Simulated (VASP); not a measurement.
# Li27H26Br (a cell with a defect) in VASP: notebook, part 2 of 2

VASP 6.6.1. Earlier steps stand in the parts before.

## Step 3: Electric field gradients, PBE

INCAR reads:

```
PREC     = Accurate       # precision mode
ENCUT    = 520            # plane-wave cutoff, eV
EDIFF    = 1E-8           # SCF threshold, eV
ISMEAR   = -1             # smearing method
SIGMA    = 0.01           # smearing width, eV
LREAL    = Auto         
LASPH    = T              # aspherical terms in the spheres
NELM     = 80             # most SCF steps
ALGO     = Normal         # electronic algorithm
ISIF     = 2              # what is computed and relaxed
LWAVE    = F              # write WAVECAR
LCHARG   = F              # write CHGCAR
GGA      = PE             # functional
LEFG     = T            
NELECT   = 113.0        
NBANDS   = 90             # bands
```

KPOINTS reads:

```
Automatic mesh
0
Gamma
  3 3 3
```

POSCAR reads:

```
Li27H26Br
1.0
    0.0000000000      6.1102500000      6.1102500000
    6.1102500000      0.0000000000      6.1102500000
    6.1102500000      6.1102500000      0.0000000000
Li Br H
27 1 26
Direct
    0.0000000000      0.0000000000      0.0000000000
    0.0000000000      0.0000000000      0.3333333333
    0.0000000000      0.0000000000      0.6666666667
    0.0000000000      0.3333333333      0.0000000000
    0.0000000000      0.3333333333      0.3333333333
    0.0000000000      0.3333333333      0.6666666667
    0.0000000000      0.6666666667      0.0000000000
    0.0000000000      0.6666666667      0.3333333333
    0.0000000000      0.6666666667      0.6666666667
    0.3333333333      0.0000000000      0.0000000000
    0.3333333333      0.0000000000      0.3333333333
    0.3333333333      0.0000000000      0.6666666667
    0.3333333333      0.3333333333      0.0000000000
    0.3333333333      0.3333333333      0.3333333333
    0.3333333333      0.3333333333      0.6666666667
    0.3333333333      0.6666666667      0.0000000000
    0.3333333333      0.6666666667      0.3333333333
    0.3333333333      0.6666666667      0.6666666667
    0.6666666667      0.0000000000      0.0000000000
    0.6666666667      0.0000000000      0.3333333333
    0.6666666667      0.0000000000      0.6666666667
    0.6666666667      0.3333333333      0.0000000000
    0.6666666667      0.3333333333      0.3333333333
    0.6666666667      0.3333333333      0.6666666667
    0.6666666667      0.6666666667      0.0000000000
    0.6666666667      0.6666666667      0.3333333333
    0.6666666667      0.6666666667      0.6666666667
    0.1666666667      0.1666666667      0.1666666667
    0.1666666667      0.1666666667      0.5000000000
    0.1666666667      0.1666666667      0.8333333333
    0.1666666667      0.5000000000      0.1666666667
    0.1666666667      0.5000000000      0.5000000000
    0.1666666667      0.5000000000      0.8333333333
    0.1666666667      0.8333333333      0.1666666667
    0.1666666667      0.8333333333      0.5000000000
    0.1666666667      0.8333333333      0.8333333333
    0.5000000000      0.1666666667      0.1666666667
    0.5000000000      0.1666666667      0.5000000000
    0.5000000000      0.1666666667      0.8333333333
    0.5000000000      0.5000000000      0.1666666667
    0.5000000000      0.5000000000      0.5000000000
    0.5000000000      0.5000000000      0.8333333333
    0.5000000000      0.8333333333      0.1666666667
    0.5000000000      0.8333333333      0.5000000000
    0.5000000000      0.8333333333      0.8333333333
    0.8333333333      0.1666666667      0.1666666667
    0.8333333333      0.1666666667      0.5000000000
    0.8333333333      0.1666666667      0.8333333333
    0.8333333333      0.5000000000      0.1666666667
    0.8333333333      0.5000000000      0.5000000000
    0.8333333333      0.5000000000      0.8333333333
    0.8333333333      0.8333333333      0.1666666667
    0.8333333333      0.8333333333      0.5000000000
    0.8333333333      0.8333333333      0.8333333333
```

Potentials or basis: VASP PAW PBE potentials, release 64 (Li_sv, Br, H).

On the command line:

```bash
cat potpaw_PBE.64/Li_sv/POTCAR potpaw_PBE.64/Br/POTCAR potpaw_PBE.64/H/POTCAR > POTCAR
mpirun -np 1 vasp_std > vasp.out
```

OUTCAR:

```text
PREC = Accurate
   ENCUT = 520
   EDIFF = 1E-8
   ISMEAR = -1
   LREAL = Auto
   LASPH = T
   NELM = 80
   ISIF = 2
   GGA = PE
   NELECT = 113.0

 ion  position               nearest neighbor table
   1  0.000  0.000  0.000-
   2  0.000  0.000  0.333-  28 2.04
   3  0.000  0.000  0.667-
   4  0.000  0.333  0.000-  28 2.04
   5  0.000  0.333  0.333-  28 2.04
   6  0.000  0.333  0.667-
   7  0.000  0.667  0.000-
   8  0.000  0.667  0.333-
   9  0.000  0.667  0.667-
  10  0.333  0.000  0.000-  28 2.04
  11  0.333  0.000  0.333-  28 2.04
  12  0.333  0.000  0.667-
  13  0.333  0.333  0.000-  28 2.04
  14  0.333  0.333  0.333-
[... 740 lines left out ...]
  53      -0.003    -0.003     0.006    -0.000    -0.001    -0.001
  54       0.000    -0.000    -0.000    -0.007    -0.007    -0.007
---------------------------------------------------------------------

 Electric field gradients after diagonalization (V/A^2)
 (convention: |V_zz| > |V_xx| > |V_yy|)
----------------------------------------------------------------------
 ion       V_xx      V_yy      V_zz     asymmetry (V_yy - V_xx)/ V_zz
----------------------------------------------------------------------
   1      -0.030    -0.030     0.060       0.000
   2      -1.053    -1.036     2.089       0.008
   3      -0.032    -0.014     0.046       0.401
   4      -1.053    -1.036     2.089       0.008
   5      -1.042    -1.041     2.083       0.001
   6      -0.088    -0.014     0.102       0.719
[... 46 lines left out ...]
  53      -0.003    -0.003     0.007       0.031
  54       0.007     0.007    -0.014       0.000
----------------------------------------------------------------------

           NMR quadrupolar parameters

 Cq : quadrupolar parameter    Cq=e*Q*V_zz/h
 eta: asymmetry parameters     (V_yy - V_xx)/ V_zz
 Q  : nuclear electric quadrupole moment in mb (millibarn)
----------------------------------------------------------------------
 ion       Cq(MHz)       eta       Q (mb)
----------------------------------------------------------------------
   1       0.000       0.000       1.000
   2       0.005       0.008       1.000
   3       0.000       0.401       1.000
   4       0.005       0.008       1.000
   5       0.005       0.001       1.000
   6       0.000       0.719       1.000
[... 46 lines left out ...]
  53       0.000       0.031       1.000
  54      -0.000       0.000       1.000
----------------------------------------------------------------------
```

Run time: 11 min. Hardware: 1 thread of AMD EPYC 7R13 (Zen 3), shared host; peak memory 0.57 GiB.

Results:

* Free energy: -161.8715 eV
* Largest force: 2.701 eV/Å
* Largest electric field gradient by atom: Li +0.1, +2.1, +0.0 (each value once); Br +0.0; H +0.2, -0.0, +0.0 (each value once) V/Å²

Forces on the atoms (eV/Å):
```
Li  -0.020 -0.020 -0.020
Li   0.000  0.000 -2.701
Li   0.020  0.020 -0.020
Li   0.000 -2.701  0.000
Li   2.701  0.000  0.000
Li   0.015 -0.015  0.000
Li   0.020 -0.020  0.020
Li   0.015  0.000 -0.015
Li   0.000 -0.015 -0.015
Li  -2.701  0.000  0.000
Li   0.000  2.701  0.000
Li  -0.015  0.015  0.000
Li   0.000  0.000  2.701
Li   0.020  0.020  0.020
Li  -0.020 -0.020  0.020
Li  -0.015  0.000  0.015
Li  -0.020  0.020 -0.020
Li   0.000  0.015  0.015
Li  -0.020  0.020  0.020
Li   0.000  0.015 -0.015
Li  -0.015  0.000 -0.015
Li   0.000 -0.015  0.015
Li   0.020 -0.020 -0.020
Li   0.015  0.000  0.015
Li  -0.015 -0.015  0.000
Li   0.015  0.015  0.000
Li   0.000  0.000  0.000
Br   0.000  0.000  0.000
H    0.101  0.101  0.000
H   -0.101 -0.101  0.000
H    0.101  0.000  0.101
H   -0.010  0.010  0.010
H    0.000 -0.101  0.101
H   -0.101  0.000 -0.101
H    0.000  0.101 -0.101
H    0.010 -0.010 -0.010
H    0.000  0.101  0.101
H    0.010 -0.010  0.010
H   -0.101  0.000  0.101
H    0.010  0.010 -0.010
H   -0.010 -0.010 -0.010
H    0.000  0.000  0.030
H   -0.101  0.101  0.000
H    0.000  0.030  0.000
H   -0.030  0.000  0.000
H    0.000 -0.101 -0.101
H    0.101  0.000 -0.101
H   -0.010  0.010 -0.010
H    0.101 -0.101  0.000
H    0.030  0.000  0.000
H    0.000 -0.030  0.000
H   -0.010 -0.010  0.010
H    0.000  0.000 -0.030
H    0.010  0.010  0.010
```

Levels at points of the mesh, in eV from the Fermi level:
| k point | band 53 | band 54 | band 55 | band 56 | band 57 | band 58 | band 59 | band 60 | band 61 | band 62 |
| --- | --- | --- | --- | --- | --- | --- | --- | --- | --- | --- |
| (0.00, 0.00, 0.00) | -0.69 | -0.69 | -0.41 | -0.41 | -0.41 | 4.86 | 4.86 | 4.86 | 5.29 | 5.33 |

Electric field gradients, principal values (V/Å²):
```
 atom   least  middle  greatest (by size)
 1 Li  -0.030  -0.030               0.060
 2 Li  -1.036  -1.053               2.089
 3 Li  -0.014  -0.032               0.046
 4 Li  -1.036  -1.053               2.089
 5 Li  -1.041  -1.042               2.083
 6 Li  -0.014  -0.088               0.102
 7 Li  -0.014  -0.032               0.046
 8 Li  -0.014  -0.088               0.102
 9 Li  -0.017  -0.080               0.097
10 Li  -1.036  -1.053               2.089
11 Li  -1.041  -1.042               2.083
12 Li  -0.014  -0.088               0.102
13 Li  -1.041  -1.042               2.083
14 Li  -0.024  -0.024               0.048
15 Li  -0.019  -0.025               0.044
16 Li  -0.014  -0.088               0.102
17 Li  -0.019  -0.025               0.044
18 Li  -0.022  -0.079               0.101
19 Li  -0.014  -0.032               0.046
20 Li  -0.014  -0.088               0.102
21 Li  -0.017  -0.080               0.097
22 Li  -0.014  -0.088               0.102
23 Li  -0.019  -0.025               0.044
24 Li  -0.022  -0.079               0.101
25 Li  -0.017  -0.080               0.097
26 Li  -0.022  -0.079               0.101
27 Li  -0.002  -0.002               0.003
28 Br   0.000   0.000               0.000
 29 H  -0.060  -0.121               0.181
 30 H  -0.061  -0.120               0.181
 31 H  -0.060  -0.121               0.181
 32 H   0.005   0.008              -0.013
 33 H  -0.061  -0.122               0.182
 34 H  -0.061  -0.120               0.181
 35 H  -0.061  -0.122               0.182
 36 H   0.006   0.007              -0.013
 37 H  -0.060  -0.121               0.181
 38 H   0.005   0.008              -0.013
 39 H  -0.061  -0.122               0.182
 40 H   0.005   0.008              -0.013
 41 H   0.008   0.008              -0.016
 42 H  -0.001  -0.004               0.005
 43 H  -0.061  -0.122               0.182
 44 H  -0.001  -0.004               0.005
 45 H  -0.003  -0.003               0.007
 46 H  -0.061  -0.120               0.181
 47 H  -0.061  -0.122               0.182
 48 H   0.006   0.007              -0.013
 49 H  -0.061  -0.122               0.182
 50 H  -0.001  -0.004               0.005
 51 H  -0.003  -0.003               0.007
 52 H   0.006   0.007              -0.013
 53 H  -0.003  -0.003               0.007
 54 H   0.007   0.007              -0.014
```

Caveat: the cell carries a net charge on a neutralising background, which shifts energy and pressure; the cell is charged against a uniform background, so pressure and absolute levels hang on convention; without QUAD_EFG the Cq values of the log hold for a quadrupole moment of 1 mb, not for the nuclei; an odd number of electrons without spin polarisation forces a metal; a magnetic or distorted state may lie lower.
